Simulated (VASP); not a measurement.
# Li31Cl32 (a cell with a defect) in VASP: single point with PBEsol

Aim: the single point of Li31Cl32 (a cell with a defect) with PBEsol.

All numbers are computed with VASP 6.6.1; they aren't measurements. Logs are shortened: lines on timing, memory, paths and dates and some standing lists are left out, and cuts for length are marked.

## Step 1: The cell of the first run

The cell holds a defect, 63 atoms: a = 10.133 Å, b = 10.133 Å, c = 10.133 Å, α = 90.00°, β = 90.00°, γ = 90.00°.

## Step 2: Single point, PBEsol

Input file INCAR:

```
SYSTEM = Li31Cl32
  PREC = Accurate
  ENCUT = 520
  EDIFF = 1E-7
  ISMEAR = -1
  SIGMA = 0.05
  LREAL = Auto
  LASPH = .TRUE.
  NELM = 100
  ALGO = Normal
  ISIF = 2
  LWAVE = .FALSE.
  LCHARG = .FALSE.
  GGA = PS
  NELECT = 316.0
  ISYM = 0
  NBANDS = 196
```

Input file KPOINTS:

```
Automatic mesh
0
Gamma
  1 1 1
  0.25 0.25 0.25
```

Input file POSCAR:

```
Li31Cl32
1.0
   10.1327090000      0.0000000000      0.0000000000
    0.0000000000     10.1327090000      0.0000000000
    0.0000000000      0.0000000000     10.1327090000
Cl Li
32 31
Direct
    0.2501180000      0.0003220000      0.0002690000
    0.2493210000      0.0002610000      0.5000300000
    0.2493910000      0.5002750000      0.0001080000
    0.2446980000      0.5000740000      0.5002230000
    0.7500950000      0.0007650000      0.0004610000
    0.7508560000      0.0007760000      0.5005970000
    0.7510510000      0.5006740000      0.0006410000
    0.7559200000      0.5008430000      0.5004230000
    0.0000230000      0.2506370000      0.0001660000
    0.9999280000      0.2497160000      0.5000330000
    0.0002510000      0.7505230000      0.0005120000
    0.0005460000      0.7513440000      0.5003620000
    0.4998560000      0.2497110000      0.0000660000
    0.5000690000      0.2447400000      0.5003460000
    0.5001470000      0.7513220000      0.0008200000
    0.5002890000      0.7562140000      0.5005920000
    0.9999320000      0.0005860000      0.2504450000
    0.0004610000      0.0006040000      0.7502600000
    0.9998330000      0.5005790000      0.2494310000
    0.0007210000      0.5006020000      0.7511570000
    0.4999540000      0.0000140000      0.2496820000
    0.5003760000      0.0008620000      0.7512400000
    0.4999700000      0.5005900000      0.2446910000
    0.5005900000      0.5004010000      0.7562660000
    0.2498190000      0.2500830000      0.2497340000
    0.2502640000      0.2502170000      0.7500090000
    0.2498480000      0.7502290000      0.2503720000
    0.2505160000      0.7505780000      0.7505010000
    0.7497640000      0.2505080000      0.2502170000
    0.7505010000      0.2509830000      0.7503620000
    0.7502120000      0.7505940000      0.2506980000
    0.7506050000      0.7510030000      0.7507530000
    0.0001890000      0.0005820000      0.0004820000
    0.0000150000      0.0005960000      0.5002900000
    0.0003360000      0.5006760000      0.0003540000
    0.0003570000      0.5003510000      0.5002050000
    0.5004000000      0.0003380000      0.0003900000
    0.5003020000      0.0005090000      0.5005700000
    0.5002730000      0.5008930000      0.0004790000
    0.2503290000      0.2507090000      0.0002000000
    0.2547810000      0.2546230000      0.4993800000
    0.2505040000      0.7496960000      0.0003870000
    0.2551710000      0.7446970000      0.5009530000
    0.7493720000      0.2512230000      0.0006180000
    0.7448920000      0.2561300000      0.4998940000
    0.7492890000      0.7503220000      0.0000780000
    0.7457450000      0.7461640000      0.5012250000
    0.2503690000      0.0003390000      0.2505690000
    0.2508970000      0.0003390000      0.7497020000
    0.2546070000      0.4997870000      0.2550740000
    0.2560870000      0.5001300000      0.7448750000
    0.7496300000      0.0008490000      0.2508770000
    0.7498840000      0.0004530000      0.7502830000
    0.7446340000      0.5008140000      0.2559200000
    0.7459250000      0.5018710000      0.7458440000
    0.9999420000      0.2516080000      0.2506370000
    0.0005870000      0.2510740000      0.7494320000
    0.9999710000      0.7503410000      0.2508850000
    0.0001400000      0.7497870000      0.7498460000
    0.4993830000      0.2552820000      0.2554140000
    0.5004440000      0.2554950000      0.7450370000
    0.5000040000      0.7452480000      0.2556080000
    0.5010660000      0.7462060000      0.7461180000
```

Potentials or basis: VASP PAW PBE potentials, release 64 (Cl, Li_sv).

On the command line:

```
$ cat potpaw_PBE.64/Cl/POTCAR potpaw_PBE.64/Li_sv/POTCAR > POTCAR
$ mpirun -np 1 vasp_std > vasp.out
```

OUTCAR:

```text
SYSTEM = Li31Cl32
   PREC = Accurate
   ENCUT = 520
   EDIFF = 1E-7
   ISMEAR = -1
   LREAL = Auto
   LASPH = .TRUE.
   NELM = 100
   ISIF = 2
   GGA = PS
   NELECT = 316.0
   ISYM = 0

 ion  position               nearest neighbor table
   1  0.250  0.000  0.000-  33 2.53  37 2.54  48 2.54  40 2.54  49 2.54  42 2.54
   2  0.249  0.000  0.500-  34 2.53  48 2.53  49 2.53  38 2.54  41 2.58  43 2.59
   3  0.249  0.500  0.000-  35 2.52  42 2.53  40 2.53  39 2.54  50 2.58  51 2.59
   4  0.245  0.500  0.500-  36 2.48  43 2.48  51 2.48  50 2.49  41 2.49
   5  0.750  0.001  0.000-  37 2.53  33 2.53  53 2.53  52 2.54  46 2.54  44 2.54
   6  0.751  0.001  0.501-  34 2.52  53 2.53  52 2.53  38 2.54  47 2.58  45 2.59
   7  0.751  0.501  0.001-  35 2.53  44 2.53  46 2.53  39 2.54  55 2.58  54 2.59
   8  0.756  0.501  0.500-  36 2.48  54 2.48  45 2.48  47 2.49  55 2.49
   9  0.000  0.251  0.000-  35 2.53  33 2.53  40 2.54  56 2.54  44 2.54  57 2.54
  10  1.000  0.250  0.500-  34 2.52  56 2.53  57 2.53  36 2.54  41 2.58  45 2.59
  11  0.000  0.751  0.001-  35 2.53  33 2.53  42 2.54  58 2.54  59 2.54  46 2.54
  12  0.001  0.751  0.500-  34 2.53  58 2.53  59 2.53  36 2.54  43 2.58  47 2.58
  13  0.500  0.250  0.000-  37 2.53  44 2.53  40 2.53  39 2.55  61 2.58  60 2.59
  14  0.500  0.245  0.500-  38 2.47  61 2.48  45 2.48  60 2.48  41 2.49
  15  0.500  0.751  0.001-  37 2.52  46 2.52  42 2.53  39 2.54  63 2.58  62 2.58
  16  0.500  0.756  0.501-  38 2.48  62 2.48  43 2.49  47 2.49  63 2.49
  17  1.000  0.001  0.250-  34 2.53  33 2.53  58 2.54  52 2.54  48 2.54  56 2.54
  18  0.000  0.001  0.750-  34 2.53  33 2.54  49 2.54  57 2.54  53 2.54  59 2.54
  19  1.000  0.501  0.249-  56 2.52  35 2.52  58 2.53  36 2.54  50 2.58  54 2.59
  20  0.001  0.501  0.751-  59 2.52  35 2.53  57 2.53  36 2.54  55 2.58  51 2.59
  21  0.500  0.000  0.250-  37 2.53  48 2.53  52 2.53  38 2.54  62 2.58  60 2.59
  22  0.500  0.001  0.751-  37 2.52  49 2.53  53 2.53  38 2.54  63 2.58  61 2.58
[... 39 lines left out ...]
  62  0.500  0.745  0.256-  23 2.48  16 2.48  27 2.54  31 2.54  21 2.58  15 2.58
  63  0.501  0.746  0.746-  16 2.49  24 2.49  32 2.53  28 2.54  22 2.58  15 2.58

IMPORTANT INFORMATION: All symmetrisations will be switched off!
NOSYMM: (Re-)initialisation of all symmetry stuff for point group C_1.

----------------------------------------------------------------------------------------

                                     Primitive cell

  volume of cell :    1040.3434

  direct lattice vectors                    reciprocal lattice vectors
    10.132709000  0.000000000  0.000000000     0.098690291  0.000000000  0.000000000
     0.000000000 10.132709000  0.000000000     0.000000000  0.098690291  0.000000000
     0.000000000  0.000000000 10.132709000     0.000000000  0.000000000  0.098690291

  length of vectors
    10.132709000 10.132709000 10.132709000     0.098690291  0.098690291  0.098690291

  position of ions in fractional coordinates (direct lattice)
     0.250118000  0.000322000  0.000269000
     0.249321000  0.000261000  0.500030000
     0.249391000  0.500275000  0.000108000
     0.244698000  0.500074000  0.500223000
     0.750095000  0.000765000  0.000461000
     0.750856000  0.000776000  0.500597000
[... 55 lines left out ...]
     0.500004000  0.745248000  0.255608000
     0.501066000  0.746206000  0.746118000

  ion indices of the primitive-cell ions
   primitive index   ion index
                 1           1
                 2           2
                 3           3
                 4           4
                 5           5
                 6           6
[... 55 lines left out ...]
                62          62
                63          63

----------------------------------------------------------------------------------------

 KPOINTS: Automatic mesh

Automatic generation of k-mesh.
 Grid dimensions read from file:
 generate k-points for:    1    1    1

 Generating k-lattice:

  Cartesian coordinates                     Fractional coordinates (reciprocal lattice)
     0.098690291  0.000000000  0.000000000     1.000000000  0.000000000  0.000000000
     0.000000000  0.098690291  0.000000000     0.000000000  1.000000000  0.000000000
     0.000000000  0.000000000  0.098690291     0.000000000  0.000000000  1.000000000

  Length of vectors
     0.098690291  0.098690291  0.098690291

  Shift w.r.t. Gamma in fractional coordinates (k-lattice)
     0.250000000  0.250000000  0.250000000

 Subroutine IBZKPT returns following result:
 ===========================================

 Found      4 irreducible k-points:

 Following reciprocal coordinates:
            Coordinates               Weight
  0.250000  0.250000  0.250000      2.000000
 -0.250000  0.250000  0.250000      2.000000
 -0.250000 -0.250000  0.250000      2.000000
  0.250000 -0.250000  0.250000      2.000000
   k-points           NKPTS =      4   k-points in BZ     NKDIM =      4   number of bands    NBANDS=    196
   number of dos      NEDOS =    301   number of ions     NIONS =     63
   total plane-waves  NPLWV = 512000
   dimension x,y,z NGX =    80 NGY =   80 NGZ =   80
   dimension x,y,z NGXF=   160 NGYF=  160 NGZF=  160
   ions per type =              32  31
   NGX,Y,Z   is equivalent  to a cutoff of  13.13, 13.13, 13.13 a.u.
   NGXF,Y,Z  is equivalent  to a cutoff of  26.25, 26.25, 26.25 a.u.
 SYSTEM =  Li31Cl32
   PREC   = accura    normal or accurate (medium, high low for compatibility)
   ISTART =      0    job   : 0-new  1-cont  2-samecut
   ICHARG =      2    charge: 1-file 2-atom 10-const
   ISPIN  =      1    spin polarized calculation?
   LNONCOLLINEAR =      F non collinear calculations
   LSORBIT =      F    spin-orbit coupling
   LASPH  =      T    aspherical Exc in radial PAW
   ENCUT  =  520.0 eV  38.22 Ry    6.18 a.u.  18.84 18.84 18.84*2*pi/ulx,y,z
   NELM   =    100;   NELMIN=  2; NELMDL= -5     # of ELM steps
   EDIFF  = 0.1E-06   stopping-criterion for ELM
   LREAL  =      T    real-space projection
   EDIFFG = 0.1E-05   stopping-criterion for IOM
   NSW    =      0    number of steps for IOM
   IBRION =     -1    ionic relax: 0-MD 1-quasi-New 2-CG
   NFREE  =      0    steps in history (QN), initial steepest desc. (CG)
   ISIF   =      2    stress and relaxation
   ISYM   =      0    0-nonsym 1-usesym 2-fastsym
   POTIM  = 0.5000    time-step for ionic-motion
   TEBEG  =    0.0;   TEEND  =   0.0 temperature during run
   PSTRESS=    0.0 pullay stress
   NELECT =     316.0000    total number of electrons
   NUPDOWN=      -1.0000    fix difference up-down
   EMIN   =  10.00;   EMAX   =-10.00  energy-range for DOS
   EFERMI =   0.00;   METHOD = LEGACY
   ISMEAR =    -1;   SIGMA  =   0.05  broadening in eV -4-tet -1-fermi 0-gaus
   EFERMI_NEDOS =   21; number of points for ismear=-14 and -15
   IALGO  =     38    algorithm
   IMIX   =      4    mixing-type and parameters
     AMIX     =   0.40;   BMIX     =  1.00
     AMIX_MAG =   1.60;   BMIX_MAG =  1.00
  volume/ion in A,a.u.               =      16.51       111.44
  Fermi-wavevector in a.u.,A,eV,Ry     =   1.100470  2.079587 16.477127  1.211035
  Thomas-Fermi vector in A             =   2.236882
   LORBIT       =      0    0 simple, 1 ext, 2 COOP (PROOUT), +10 PAW based schemes
   GGA     = PS    functional components
   LHFCALC =     F    Hartree Fock is set to
   AEXX    =    0.0000 exact exchange contribution
   IVDW    =     0    specifies the selected vdW correction
   LEPSILON=     F    determine dielectric tensor
   LRPA    =     F    only Hartree local field effects (RPA)
 non-spin polarized calculation
  energy-cutoff  :      520.00
  volume of cell :     1040.34
 maximum number of plane-waves:     28033
 NGX is ok and might be reduce to    80
   NGX = 37   NGY = 37   NGZ = 37

 number of electron     316.0000267 magnetization

 Free energy of the ion-electron system (eV)
  ---------------------------------------------------
  ext. energy  EPLUGINS =         0.00000000
  ---------------------------------------------------
  free energy    TOTEN  =      -238.45852837 eV

  energy without entropy =     -238.21192855  energy(sigma->0) =     -238.33522846

 E-fermi :   0.7150     XC(G=0):  -9.0131

 val. band max:        0.6729634806   @ k =   0.2500  -0.2500   0.2500
 cond. band min:       7.5912370883   @ k =   0.2500   0.2500   0.2500
 fundamental gap:      6.9182736076
 Fermi energy:         0.7150254972

 k-point     1 :       0.2500    0.2500    0.2500
  band No.  band energies     occupation
      1     -42.0317      2.00000
      2     -42.0301      2.00000
      3     -42.0293      2.00000
      4     -42.0286      2.00000
      5     -42.0283      2.00000
      6     -42.0263      2.00000
[... 162 lines left out ...]
    169       8.5316      0.00000
    170       8.5882      0.00000

 k-point     2 :      -0.2500    0.2500    0.2500
  band No.  band energies     occupation
      1     -42.0317      2.00000
      2     -42.0301      2.00000
      3     -42.0293      2.00000
      4     -42.0286      2.00000
      5     -42.0283      2.00000
      6     -42.0263      2.00000
[... 162 lines left out ...]
    169       8.5310      0.00000
    170       8.5883      0.00000

 k-point     3 :      -0.2500   -0.2500    0.2500
  band No.  band energies     occupation
      1     -42.0317      2.00000
      2     -42.0301      2.00000
      3     -42.0293      2.00000
      4     -42.0286      2.00000
      5     -42.0283      2.00000
      6     -42.0263      2.00000
[... 162 lines left out ...]
    169       8.5297      0.00000
    170       8.5895      0.00000

 k-point     4 :       0.2500   -0.2500    0.2500
  band No.  band energies     occupation
      1     -42.0317      2.00000
      2     -42.0301      2.00000
      3     -42.0293      2.00000
      4     -42.0286      2.00000
      5     -42.0283      2.00000
      6     -42.0263      2.00000
[... 162 lines left out ...]
    169       8.5297      0.00000
    170       8.5896      0.00000
 [bands above 170 left out]

------------------------ aborting loop because EDIFF is reached ----------------------------------------

  FORCE on cell =-STRESS in cart. coord.  units (eV):
  Direction    XX          YY          ZZ          XY          YZ          ZX
  --------------------------------------------------------------------------------------
  -------------------------------------------------------------------------------------
  Total       -8.8775519     -8.8671778     -8.8615779      0.0124636     -0.0001508      0.0168803
  in kB      -13.6718438    -13.6558672    -13.6472432      0.0191946     -0.0002322      0.0259964
  external PRESSURE =     -13.6583181 kB  Pullay stress =       0.0000000 kB

 VOLUME and BASIS-vectors are now :
 -----------------------------------------------------------------------------
  energy-cutoff  :      520.00
  volume of cell :     1040.34
      direct lattice vectors                 reciprocal lattice vectors
    10.132709000  0.000000000  0.000000000     0.098690291  0.000000000  0.000000000
     0.000000000 10.132709000  0.000000000     0.000000000  0.098690291  0.000000000
     0.000000000  0.000000000 10.132709000     0.000000000  0.000000000  0.098690291

 POSITION                                       TOTAL-FORCE (eV/Angst)
 -----------------------------------------------------------------------------------
      2.53437      0.00326      0.00273        -0.005717      0.000187      0.000782
      2.52630      0.00264      5.06666        -0.005120      0.002092      0.004448
      2.52701      5.06914      0.00109        -0.005728      0.002752      0.003686
      2.47945      5.06710      5.06861        -0.015713     -0.003677     -0.005399
      7.60049      0.00775      0.00467         0.008907     -0.002073      0.000278
      7.60821      0.00786      5.07240         0.008951     -0.002393     -0.000940
[... 55 lines left out ...]
      5.06640      7.55138      2.59000        -0.000078      0.011233     -0.007759
      5.07716      7.56109      7.56020        -0.015349      0.000110      0.001990
 -----------------------------------------------------------------------------------
    total drift:                                0.013226      0.062096      0.037469

  FREE ENERGIE OF THE ION-ELECTRON SYSTEM (eV)
  ---------------------------------------------------
  free  energy   TOTEN  =      -238.4585283686 eV

  energy  without entropy=     -238.2119285524  energy(sigma->0) =     -238.33522846
```

It took 62 min on 1 thread of AMD EPYC 7R43 (Zen 3), shared host; peak memory 1.1 GiB.

What came out:

| Property | Result |
| --- | --- |
| Free energy | -238.4585 eV |
| Largest force | 0.024 eV/Å |

Forces in eV/Å, atoms in the order of the input:
```
Cl  -0.006  0.000  0.001
Cl  -0.005  0.002  0.004
Cl  -0.006  0.003  0.004
Cl  -0.016 -0.004 -0.005
Cl   0.009 -0.002  0.000
Cl   0.009 -0.002 -0.001
Cl   0.004  0.003 -0.004
Cl   0.013  0.001  0.007
Cl   0.001 -0.007  0.002
Cl   0.004 -0.002  0.000
Cl  -0.004  0.010 -0.003
Cl  -0.007  0.003  0.004
Cl   0.005 -0.005  0.008
Cl  -0.004 -0.012 -0.009
Cl   0.002  0.006 -0.010
Cl   0.002  0.009  0.005
Cl   0.000  0.003 -0.009
Cl  -0.004 -0.001  0.009
Cl   0.005 -0.001 -0.003
Cl  -0.005  0.002  0.002
Cl   0.002  0.010 -0.006
Cl   0.000 -0.009  0.006
Cl  -0.005 -0.010 -0.012
Cl   0.002  0.011  0.008
Cl   0.002  0.004  0.009
Cl  -0.002  0.001  0.001
Cl   0.002  0.000  0.001
Cl   0.001 -0.003  0.001
Cl   0.000  0.004  0.002
Cl  -0.001 -0.003  0.000
Cl   0.000  0.006 -0.003
Cl  -0.003 -0.003 -0.001
Li   0.001  0.001 -0.002
Li   0.002  0.000  0.001
Li  -0.001  0.000  0.000
Li   0.000  0.003  0.001
Li  -0.004  0.004  0.003
Li  -0.002  0.000 -0.001
Li  -0.001 -0.005  0.001
Li   0.004  0.004 -0.006
Li  -0.006 -0.005  0.012
Li   0.003 -0.001  0.002
Li  -0.006  0.015 -0.010
Li  -0.001  0.004 -0.006
Li   0.011 -0.014  0.008
Li   0.004 -0.003  0.013
Li   0.004  0.005 -0.017
Li   0.004 -0.005  0.004
Li   0.002  0.001 -0.002
Li  -0.005  0.009 -0.010
Li  -0.014  0.001  0.013
Li  -0.005 -0.003  0.005
Li   0.000  0.014 -0.005
Li   0.013 -0.002 -0.015
Li   0.004 -0.023  0.005
Li  -0.004 -0.006  0.000
Li  -0.003  0.002  0.001
Li   0.001 -0.005  0.003
Li   0.010  0.002  0.000
Li   0.009 -0.009 -0.013
Li   0.000 -0.009  0.012
Li   0.000  0.011 -0.008
Li  -0.015  0.000  0.002
```

Caveat: the cell carries a net charge on a neutralising background, which shifts energy and pressure; the cell is charged against a uniform background, so pressure and absolute levels hang on convention; the cutoff is under 1.25 times the usual one of these potentials, so pressure, stress and relaxed cells hold a basis-set (Pulay) error; the PAW data sets were made with another functional, which shifts forces and pressure a little.
